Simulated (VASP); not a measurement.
# NaSrBr3 in VASP: notebook, part 3 of 3

VASP 6.6.1. Earlier steps stand in the parts before.

## Step 4: Single point, r2SCAN

POSCAR reads:

```
NaSrBr3
1.0
    5.9276796455      0.0000000000      0.0000000000
    0.0000000000      5.9276796455      0.0000000000
    0.0000000000      0.0000000000      5.9276796455
Na Sr Br
1 1 3
Direct
    0.0000000000      0.0000000000      0.0000000000
    0.5000000000      0.5000000000      0.5000000000
    0.5000000000      0.5000000000      0.0000000000
    0.5000000000      0.0000000000      0.5000000000
    0.0000000000      0.5000000000      0.5000000000
```

INCAR.step1 reads:

```
ALGO     = Normal         # electronic algorithm
EDIFF    = 1E-4           # SCF threshold, eV
ENCUT    = 520            # plane-wave cutoff, eV
GGA      = PE             # functional
ISMEAR   = 0              # smearing method
LASPH    = T              # aspherical terms in the spheres
LCHARG   = F              # write CHGCAR
LREAL    = F              # projectors in reciprocal space
LWAVE    = T              # write WAVECAR
NBANDS   = 27             # bands
NELM     = 60             # most SCF steps
PREC     = Accurate       # precision mode
SIGMA    = 0.01           # smearing width, eV
```

INCAR.step2 reads:

```
ALGO     = Normal         # electronic algorithm
EDIFF    = 1E-6           # SCF threshold, eV
ENCUT    = 520            # plane-wave cutoff, eV
ISIF     = 2              # what is computed and relaxed
ISMEAR   = 0              # smearing method
ISTART   = 1            
LASPH    = T              # aspherical terms in the spheres
LCHARG   = F              # write CHGCAR
LMIXTAU  = T            
LREAL    = F              # projectors in reciprocal space
LWAVE    = F              # write WAVECAR
METAGGA  = R2SCAN         # meta-GGA
NBANDS   = 27             # bands
NELM     = 60             # most SCF steps
PREC     = Accurate       # precision mode
SIGMA    = 0.01           # smearing width, eV
```

KPOINTS reads:

```
k-points
0
Gamma
  4 4 4
```

Potentials or basis: VASP PAW PBE potentials, release 64 (Na_pv, Sr_sv, Br).

Launch:

```sh
cat potpaw_PBE.64/Na_pv/POTCAR potpaw_PBE.64/Sr_sv/POTCAR potpaw_PBE.64/Br/POTCAR > POTCAR
cp INCAR.step1 INCAR
mpirun -np 1 vasp_std > vasp.out
cp INCAR.step2 INCAR
mpirun -np 1 vasp_std > vasp.out
```

OUTCAR:

```text
EDIFF = 1E-6
   ENCUT = 520
   ISIF = 2
   ISMEAR = 0
   ISTART = 1
   LASPH = T
   LREAL = F
   METAGGA = R2SCAN
   NELM = 60
   PREC = Accurate

 ion  position               nearest neighbor table
   1  0.000  0.000  0.000-
   2  0.500  0.500  0.500-   3 2.96   4 2.96   5 2.96   3 2.96   4 2.96   5 2.96
   3  0.500  0.500  0.000-   2 2.96   2 2.96
   4  0.500  0.000  0.500-   2 2.96   2 2.96
   5  0.000  0.500  0.500-   2 2.96   2 2.96

  LATTYP: Found a simple cubic cell.
 ALAT       =     5.9276796455

  Lattice vectors:

 A1 = (   5.9276796455,   0.0000000000,   0.0000000000)
 A2 = (   0.0000000000,   5.9276796455,   0.0000000000)
 A3 = (   0.0000000000,   0.0000000000,   5.9276796455)

Analysis of symmetry for initial positions (statically):
=====================================================================
 Subroutine PRICEL returns:
 Original cell was already a primitive cell.

 Routine SETGRP: Setting up the symmetry group for a
 simple cubic supercell.

 Subroutine GETGRP returns: Found 48 space group operations
 (whereof 48 operations were pure point group operations)
 out of a pool of 48 trial point group operations.

The static configuration has the point symmetry O_h .

Analysis of symmetry for dynamics (positions and initial velocities):
=====================================================================
 Subroutine PRICEL returns:
 Original cell was already a primitive cell.

 Routine SETGRP: Setting up the symmetry group for a
 simple cubic supercell.

 Subroutine GETGRP returns: Found 48 space group operations
 (whereof 48 operations were pure point group operations)
 out of a pool of 48 trial point group operations.

[... 105 lines left out ...]
   EFERMI =   0.00;   METHOD = LEGACY
   ISMEAR =     0;   SIGMA  =   0.01  broadening in eV -4-tet -1-fermi 0-gaus
   EFERMI_NEDOS =   21; number of points for ismear=-14 and -15
   IALGO  =     38    algorithm
   IMIX   =      4    mixing-type and parameters
     AMIX     =   0.40;   BMIX     =  1.00
     AMIX_MAG =   1.60;   BMIX_MAG =  1.00
  volume/ion in A,a.u.               =      41.66       281.11
  Fermi-wavevector in a.u.,A,eV,Ry     =   0.928506  1.754622 11.729897  0.862123
  Thomas-Fermi vector in A             =   2.054690
   LORBIT       =      0    0 simple, 1 ext, 2 COOP (PROOUT), +10 PAW based schemes
   METAGGA = R2SCAN    functional components
   LHFCALC =     F    Hartree Fock is set to
   AEXX    =    0.0000 exact exchange contribution
   IVDW    =     0    specifies the selected vdW correction
   LEPSILON=     F    determine dielectric tensor
   LRPA    =     F    only Hartree local field effects (RPA)
 non-spin polarized calculation
 Gauss-broadening in eV      SIGMA  =   0.01
  energy-cutoff  :      520.00
  volume of cell :      208.28
 maximum number of plane-waves:      5632
 NGX is ok and might be reduce to    48
   NGX = 23   NGY = 23   NGZ = 23

 number of electron      38.0000000 magnetization

 Free energy of the ion-electron system (eV)
  ---------------------------------------------------
  ext. energy  EPLUGINS =         0.00000000
  ---------------------------------------------------
  free energy    TOTEN  =       -68.04628828 eV

  energy without entropy =      -68.04628828  energy(sigma->0) =      -68.04628828

 E-fermi :  -1.8724     XC(G=0):  -7.0002

 val. band max:       -1.9564752976   @ k =   0.5000   0.5000   0.5000
 cond. band min:       1.7577204283   @ k =   0.0000   0.0000   0.0000
 fundamental gap:      3.7141957259
 Fermi energy:        -1.8724252637

 k-point     1 :       0.0000    0.0000    0.0000
  band No.  band energies     occupation
      1     -35.9934      2.00000
      2     -26.7243      2.00000
      3     -26.7243      2.00000
      4     -26.7243      2.00000
      5     -17.4703      2.00000
      6     -17.4703      2.00000
[... 289 lines left out ...]
     26       6.2007      0.00000
     27       6.3967      0.00000

------------------------ aborting loop because EDIFF is reached ----------------------------------------

  FORCE on cell =-STRESS in cart. coord.  units (eV):
  Direction    XX          YY          ZZ          XY          YZ          ZX
  --------------------------------------------------------------------------------------
  -------------------------------------------------------------------------------------
  Total        0.0761420      0.0761420      0.0761420      0.0000000      0.0000000      0.0000000
  in kB        0.5857077      0.5857077      0.5857077      0.0000000      0.0000000      0.0000000
  external PRESSURE =       0.5857077 kB  Pullay stress =       0.0000000 kB

 VOLUME and BASIS-vectors are now :
 -----------------------------------------------------------------------------
  energy-cutoff  :      520.00
  volume of cell :      208.28
      direct lattice vectors                 reciprocal lattice vectors
     5.927679645  0.000000000  0.000000000     0.168700075  0.000000000  0.000000000
     0.000000000  5.927679645  0.000000000     0.000000000  0.168700075  0.000000000
     0.000000000  0.000000000  5.927679645     0.000000000  0.000000000  0.168700075

 POSITION                                       TOTAL-FORCE (eV/Angst)
 -----------------------------------------------------------------------------------
      0.00000      0.00000      0.00000         0.000000      0.000000      0.000000
      2.96384      2.96384      2.96384         0.000000      0.000000      0.000000
      2.96384      2.96384      0.00000         0.000000      0.000000      0.000000
      2.96384      0.00000      2.96384         0.000000      0.000000      0.000000
      0.00000      2.96384      2.96384         0.000000      0.000000      0.000000
 -----------------------------------------------------------------------------------
    total drift:                                0.000000     -0.000000     -0.000000

  FREE ENERGIE OF THE ION-ELECTRON SYSTEM (eV)
  ---------------------------------------------------
  free  energy   TOTEN  =       -68.0462882782 eV

  energy  without entropy=      -68.0462882782  energy(sigma->0) =      -68.04628828
```

OUTCAR.step1:

```text
EDIFF = 1E-4
   ENCUT = 520
   GGA = PE
   ISMEAR = 0
[... 516 lines left out ...]
      2.96384      2.96384      2.96384         0.000000      0.000000      0.000000
      2.96384      2.96384      0.00000         0.000000      0.000000      0.000000
      2.96384      0.00000      2.96384         0.000000      0.000000      0.000000
      0.00000      2.96384      2.96384         0.000000      0.000000      0.000000
 -----------------------------------------------------------------------------------
    total drift:                                0.000000     -0.000000     -0.000000

  FREE ENERGIE OF THE ION-ELECTRON SYSTEM (eV)
  ---------------------------------------------------
  free  energy   TOTEN  =       -16.3673504621 eV

  energy  without entropy=      -16.3673504621  energy(sigma->0) =      -16.36735046
```

OSZICAR.step1:

```text
N       E                     dE             d eps       ncg     rms          rms(c)
DAV:   1     0.301353115009E+03    0.30135E+03   -0.16570E+04   572   0.119E+03
DAV:   2     0.167448446688E+02   -0.28461E+03   -0.27487E+03   646   0.277E+02
DAV:   3    -0.162502425365E+02   -0.32995E+02   -0.32854E+02   789   0.927E+01
DAV:   4    -0.172501229751E+02   -0.99988E+00   -0.99702E+00   840   0.163E+01
DAV:   5    -0.172854779145E+02   -0.35355E-01   -0.35327E-01   845   0.171E+00    0.181E+01
DAV:   6    -0.166245381620E+02    0.66094E+00   -0.83599E-01   676   0.362E+00    0.109E+01
DAV:   7    -0.163923533956E+02    0.23218E+00   -0.79799E-01   644   0.376E+00    0.117E+00
DAV:   8    -0.163709550726E+02    0.21398E-01   -0.70225E-02   716   0.125E+00    0.342E-01
DAV:   9    -0.163672935789E+02    0.36615E-02   -0.12049E-02   606   0.582E-01    0.359E-01
DAV:  10    -0.163673171302E+02   -0.23551E-04   -0.11857E-03   721   0.184E-01    0.122E-01
DAV:  11    -0.163673504621E+02   -0.33332E-04   -0.91721E-04   541   0.156E-01
   1 F= -.16367350E+02 E0= -.16367350E+02  d E =-.180856E-85
```

Run time: 3 min. Hardware: 1 thread of AMD EPYC 7R13 (Zen 3), shared host; peak memory 0.36 GiB.

What came out:

- Free energy: -68.0463 eV
- Pressure: 0.1 GPa
- Band gap on the k mesh: 3.71 eV (least direct gap 3.97 eV)

Levels at points of the mesh, in eV from the valence-band top:
| k point | band 16 | band 17 | band 18 | band 19 | band 20 | band 21 | band 22 | band 23 |
| --- | --- | --- | --- | --- | --- | --- | --- | --- |
| (0.00, 0.00, 0.00) | -0.47 | -0.26 | -0.26 | -0.26 | 3.71 | 5.91 | 5.91 | 5.91 |
| (0.50, 0.00, 0.00) | -0.77 | -0.56 | -0.32 | -0.32 | 5.08 | 5.74 | 6.03 | 6.94 |
| (0.50, 0.50, 0.00) | -0.75 | -0.75 | -0.75 | -0.01 | 5.37 | 6.86 | 6.86 | 7.22 |
| (0.50, 0.50, 0.50) | -1.35 | 0.00 | 0.00 | 0.00 | 4.63 | 7.68 | 7.68 | 7.68 |

Caveat: the PAW data sets were made with another functional, which shifts forces and pressure a little. A k mesh can miss the band edges.

## Step 5: Single point, r2SCAN (strain +2.5%)

Edit POSCAR of step 4 so:

```diff
@@ -2,5 +2,5 @@
 1.0
-    5.9276796455      0.0000000000      0.0000000000
-    0.0000000000      5.9276796455      0.0000000000
-    0.0000000000      0.0000000000      5.9276796455
+    6.0758716366      0.0000000000      0.0000000000
+    0.0000000000      6.0758716366      0.0000000000
+    0.0000000000      0.0000000000      6.0758716366
 Na Sr Br
```

INCAR.step1 reads:

```
ALGO = Normal
EDIFF = 1E-4
ENCUT = 520
GGA = PE
ISMEAR = 0
LASPH = T
LCHARG = F
LREAL = F
LWAVE = T
NBANDS = 27
NELM = 100
PREC = Accurate
SIGMA = 0.01
```

INCAR.step2 reads:

```
ALGO = Normal
EDIFF = 1E-7
ENCUT = 520
ISIF = 2
ISMEAR = 0
ISTART = 1
LASPH = T
LCHARG = F
LMIXTAU = T
LREAL = F
LWAVE = F
METAGGA = R2SCAN
NBANDS = 27
NELM = 100
PREC = Accurate
SIGMA = 0.01
```

KPOINTS is that of step 4.

Launch:

```sh
cat potpaw_PBE.64/Na_pv/POTCAR potpaw_PBE.64/Sr_sv/POTCAR potpaw_PBE.64/Br/POTCAR > POTCAR
cp INCAR.step1 INCAR
mpirun -np 1 vasp_std > vasp.out
cp INCAR.step2 INCAR
mpirun -np 1 vasp_std > vasp.out
```

It took 3.5 min on 1 thread of AMD EPYC 7R13 (Zen 3), shared host; peak memory 0.37 GiB.

It converged, with:

* Free energy: -67.9890 eV
* Pressure: -1.1 GPa
* Band gap on the k mesh: 3.68 eV (least direct gap 3.95 eV)

Levels at points of the mesh, in eV from the valence-band top:
```tsv
k point	band 15	band 16	band 17	band 18	band 19	band 20	band 21	band 22	band 23	band 24
(0.00, 0.00, 0.00)	-0.41	-0.41	-0.26	-0.26	-0.26	3.68	5.90	5.90	5.90	7.06
(0.50, 0.00, 0.00)	-0.66	-0.66	-0.49	-0.31	-0.31	4.93	5.63	6.01	6.79	6.79
(0.50, 0.50, 0.00)	-0.65	-0.65	-0.65	-0.65	0.00	5.22	6.70	6.70	7.04	7.04
(0.50, 0.50, 0.50)	-1.24	-1.24	0.00	0.00	0.00	4.62	7.51	7.51	7.51	7.85
```

Caveat: the cell differs from its parent crystal (strain +2.5%); the PAW data sets were made with another functional, which shifts forces and pressure a little.

## Step 6: Single point, PBE (epitaxial xy strain -1.0%)

INCAR reads:

```
SYSTEM = NaSrBr3
ALGO = Normal ; EDIFF = 1E-6
ENCUT = 520 ; GGA = PE
ISIF = 2 ; ISMEAR = -1
LASPH = .TRUE. ; LCHARG = .TRUE.
LELF = .TRUE. ; LREAL = .FALSE.
LVHAR = .TRUE. ; LWAVE = .FALSE.
NBANDS = 27 ; NELM = 80
PREC = Accurate ; SIGMA = 0.02
```

KPOINTS reads:

```
k-points
0
G
  4 4 4
  0 0 0
```

Edit POSCAR of step 5 so:

```diff
@@ -2,5 +2,5 @@
 1.0
-    6.0758716366      0.0000000000      0.0000000000
-    0.0000000000      6.0758716366      0.0000000000
-    0.0000000000      0.0000000000      6.0758716366
+    5.8684028490      0.0000000000      0.0000000000
+    0.0000000000      5.8684028490      0.0000000000
+    0.0000000000      0.0000000000      5.9408603649
 Na Sr Br
```

Potentials or basis: VASP PAW PBE potentials, release 64 (Na_pv, Sr_sv, Br).

Launch:

```sh
cat potpaw_PBE.64/Na_pv/POTCAR potpaw_PBE.64/Sr_sv/POTCAR potpaw_PBE.64/Br/POTCAR > POTCAR
mpirun -np 1 vasp_std > vasp.out
```

OUTCAR:

```text
SYSTEM = NaSrBr3
   EDIFF = 1E-6
   ENCUT = 520
   GGA = PE
   ISIF = 2
   ISMEAR = -1
   LASPH = .TRUE.
   LREAL = .FALSE.
   NELM = 80
   PREC = Accurate

 ion  position               nearest neighbor table
   1  0.000  0.000  0.000-
   2  0.500  0.500  0.500-   4 2.93   5 2.93   4 2.93   5 2.93   3 2.97   3 2.97
   3  0.500  0.500  0.000-   2 2.97   2 2.97
   4  0.500  0.000  0.500-   2 2.93   2 2.93
   5  0.000  0.500  0.500-   2 2.93   2 2.93

  LATTYP: Found a simple tetragonal cell.
 ALAT       =     5.8684028490
 C/A-ratio  =     1.0123470589

  Lattice vectors:

 A1 = (   5.8684028490,   0.0000000000,   0.0000000000)
 A2 = (   0.0000000000,   5.8684028490,   0.0000000000)
 A3 = (   0.0000000000,   0.0000000000,   5.9408603649)

Analysis of symmetry for initial positions (statically):
=====================================================================
 Subroutine PRICEL returns:
 Original cell was already a primitive cell.

 Routine SETGRP: Setting up the symmetry group for a
 simple tetragonal supercell.

 Subroutine GETGRP returns: Found 16 space group operations
 (whereof 16 operations were pure point group operations)
[... 165 lines left out ...]
 val. band max:       -1.4957257738   @ k =   0.5000   0.5000   0.5000
 cond. band min:       1.4755287213   @ k =   0.0000   0.0000   0.0000
 fundamental gap:      2.9712544951
 Fermi energy:        -1.0385820302

 k-point     1 :       0.0000    0.0000    0.0000
  band No.  band energies     occupation
      1     -34.3961      2.00000
      2     -25.5755      2.00000
      3     -25.5752      2.00000
      4     -25.5752      2.00000
      5     -16.5157      2.00000
      6     -16.5157      2.00000
[... 529 lines left out ...]
     26       6.0418      0.00000
     27       6.2392      0.00000

------------------------ aborting loop because EDIFF is reached ----------------------------------------

  FORCE on cell =-STRESS in cart. coord.  units (eV):
  Direction    XX          YY          ZZ          XY          YZ          ZX
  --------------------------------------------------------------------------------------
  -------------------------------------------------------------------------------------
  Total        1.1263637      1.1263637      0.4766667      0.0000000      0.0000000     -0.0000000
  in kB        8.8206386      8.8206386      3.7328130      0.0000000      0.0000000     -0.0000000
  external PRESSURE =       7.1246967 kB  Pullay stress =       0.0000000 kB

 VOLUME and BASIS-vectors are now :
 -----------------------------------------------------------------------------
  energy-cutoff  :      520.00
  volume of cell :      204.59
      direct lattice vectors                 reciprocal lattice vectors
     5.868402849  0.000000000  0.000000000     0.170404116  0.000000000  0.000000000
     0.000000000  5.868402849  0.000000000     0.000000000  0.170404116  0.000000000
     0.000000000  0.000000000  5.940860365     0.000000000  0.000000000  0.168325788

 POSITION                                       TOTAL-FORCE (eV/Angst)
 -----------------------------------------------------------------------------------
      0.00000      0.00000      0.00000         0.000000      0.000000      0.000000
      2.93420      2.93420      2.97043         0.000000      0.000000      0.000000
      2.93420      2.93420      0.00000         0.000000      0.000000      0.000000
      2.93420      0.00000      2.97043         0.000000      0.000000      0.000000
      0.00000      2.93420      2.97043         0.000000      0.000000      0.000000
 -----------------------------------------------------------------------------------
    total drift:                                0.000000     -0.000000     -0.000000

  FREE ENERGIE OF THE ION-ELECTRON SYSTEM (eV)
  ---------------------------------------------------
  free  energy   TOTEN  =       -16.3523079201 eV

  energy  without entropy=      -16.3523079201  energy(sigma->0) =      -16.35230792
```

OSZICAR:

```text
N       E                     dE             d eps       ncg     rms          rms(c)
DAV:   1     0.309554175891E+03    0.30955E+03   -0.16415E+04   988   0.120E+03
DAV:   2     0.167266918115E+02   -0.29283E+03   -0.28182E+03  1178   0.282E+02
DAV:   3    -0.162717130496E+02   -0.32998E+02   -0.32860E+02  1447   0.952E+01
DAV:   4    -0.172326996556E+02   -0.96099E+00   -0.95827E+00  1549   0.163E+01
DAV:   5    -0.172662479444E+02   -0.33548E-01   -0.33539E-01  1449   0.156E+00    0.189E+01
DAV:   6    -0.166114413283E+02    0.65481E+00   -0.81918E-01  1201   0.360E+00    0.113E+01
DAV:   7    -0.163764370516E+02    0.23500E+00   -0.79393E-01  1176   0.376E+00    0.116E+00
DAV:   8    -0.163557308135E+02    0.20706E-01   -0.66712E-02  1270   0.123E+00    0.337E-01
DAV:   9    -0.163523243250E+02    0.34065E-02   -0.11245E-02  1081   0.570E-01    0.348E-01
DAV:  10    -0.163522737682E+02    0.50557E-04   -0.12205E-03  1331   0.183E-01    0.119E-01
DAV:  11    -0.163522741256E+02   -0.35737E-06   -0.10152E-03  1091   0.161E-01    0.476E-02
DAV:  12    -0.163523071941E+02   -0.33068E-04   -0.78474E-05  1366   0.470E-02    0.187E-02
DAV:  13    -0.163523079201E+02   -0.72602E-06   -0.45300E-06  1155   0.997E-03
   1 F= -.16352308E+02 E0= -.16352308E+02  d E =-.116562E-10
```

stdout:

```text
POSCAR found type information on POSCAR NaSrBr
 POSCAR found :  3 types and       5 ions
 scaLAPACK will be used
 LDA part: xc-table for (Slater+PW92), standard interpolation
 POSCAR, INCAR and KPOINTS ok, starting setup
 FFT: planning ... GRIDC
 FFT: planning ... GRID_SOFT
 FFT: planning ... GRID
 WAVECAR not read
 entering main loop
```

Wall time 73 s (1 thread of AMD EPYC 7R13 (Zen 3), shared host); peak memory 0.34 GiB.

Results:

- Free energy: -16.3523 eV
- Pressure: 0.7 GPa
- Band gap on the k mesh: 2.97 eV (least direct gap 3.23 eV)

Stress tensor (GPa, compression positive):
```
0.88 0.00 0.00
0.00 0.88 0.00
0.00 0.00 0.37
```

Caveat: the cell differs from its parent crystal (epitaxial xy strain -1.0%). A k mesh can miss the band edges.

## Step 7: Overview

| level | cell | smearing | gap on the mesh (eV) | pressure (GPa) |
| --- | --- | --- | --- | --- |
| PBE | a = 5.928 Å, 5 atoms | fermi-dirac 0.02 eV | 2.97 | 0.4 |
| PBE | a = 6.076 Å, 5 atoms | fermi-dirac 0.02 eV | 2.93 | -0.8 |
| r2SCAN | a = 5.928 Å, 5 atoms | gaussian 0.01 eV | 3.71 | 0.1 |
| r2SCAN | a = 6.076 Å, 5 atoms | gaussian 0.01 eV | 3.68 | -1.1 |
| PBE | a = 5.868, b = 5.868, c = 5.941 Å, 5 atoms | fermi-dirac 0.02 eV | 2.97 | 0.7 |

Alike in all rows: task single point; potentials or basis VASP PAW PBE potentials, release 64 (Na_pv, Sr_sv, Br); no spin polarisation; k mesh 4 × 4 × 4; cutoff (eV) 520.

Caveats: the PAW data sets were made with another functional, which shifts forces and pressure a little (at least some runs).

Absolute energies hang on the potentials; compare differences alone.
